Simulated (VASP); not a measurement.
Runs of VASP 6.6.1 on LiF. The structure is that of space group Fm-3m (No. 225), or close to it. The cells are those of the table. 

```tsv
cell	gap on the mesh (eV)
a = 2.914 Å, angles 60.0°, 2 atoms	(b)
a = 2.877 Å, angles 60.0°, 2 atoms	8.83
a = 2.866 Å, angles 60.0°, 2 atoms	8.92
a = 2.896 Å, angles 60.0°, 2 atoms	(a)
a = 2.857 Å, angles 60.0°, 2 atoms	9.00
a = 2.858 Å, angles 60.0°, 2 atoms	9.00
a = 2.838 Å, angles 60.0°, 2 atoms	9.19
```

Alike in all rows: task single point; level PBE; potentials or basis VASP PAW PBE potentials, release 64 (Li_sv, F); no spin polarisation; k mesh 14 × 14 × 14; cutoff (eV) 520; smearing gaussian 0.05 eV.

Problem. Estimate the missing entries.

Solution. (a) 8.66; (b) 8.50.

A k mesh can miss the band edges.
